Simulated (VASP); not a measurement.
Input of a VASP 6.6.1 run:

File INCAR:

```
PREC     = Accurate       # precision mode
ENCUT    = 520            # plane-wave cutoff, eV
EDIFF    = 1E-6           # SCF threshold, eV
ISMEAR   = 0              # smearing method
SIGMA    = 0.1            # smearing width, eV
LREAL    = F              # projectors in reciprocal space
LASPH    = T              # aspherical terms in the spheres
NELM     = 100            # most SCF steps
ALGO     = Normal         # electronic algorithm
ISIF     = 2              # what is computed and relaxed
LWAVE    = F              # write WAVECAR
LCHARG   = F              # write CHGCAR
GGA      = PE             # functional
NBANDS   = 50             # bands
```

File KPOINTS:

```
regular mesh
0
Gamma
  2 2 2
```

The input POSCAR:

```
Ba3Bi2Sb4
1.0
   -2.4201097500      3.8740100000      4.9887738800
    9.6804380000      0.0000000000      0.0000004900
    2.4201097500      3.8740100000     -4.9887738800
Bi Ba Sb
2 3 4
Direct
   -0.0409701512     -0.0392675854      0.0431278638
    0.0077952322      0.4902585345     -0.0056481030
    0.7190618850      0.1331004662      0.2830780166
    0.5119693042      0.4853317351      0.4901778250
    0.2717220543      0.8983442007      0.7304168148
    0.7977889449      0.2365453524      0.7452852856
    0.2568585059      0.2365457493      0.2043594569
    0.6858536840      0.7798202209      0.7016726776
    0.3004743334      0.7798209101      0.3162889171
```

Potentials or basis: VASP PAW PBE potentials, release 64 (Bi_d, Ba_sv, Sb).

Command:

```bash
$ cat potpaw_PBE.64/Bi_d/POTCAR potpaw_PBE.64/Ba_sv/POTCAR potpaw_PBE.64/Sb/POTCAR > POTCAR
$ mpirun -np 1 vasp_std > vasp.out
```

Q: Estimate the band gap on the k mesh.

A: Zero (band 40 reaches 3.90 eV, above the bottom of band 41 at 3.39 eV).

Q: Estimate the largest force.

A: 0.074 eV/Å.

Q: Predict the pressure.

A: 1.4 GPa.

Stress tensor (GPa, compression positive):
```
 2.82  0.00 -0.49
 0.00  0.87  0.00
-0.49  0.00  0.51
```

Caveat: the k points lie up to 0.51 Å⁻¹ apart; spin-orbit coupling is left out, which moves the levels of the heavy elements.
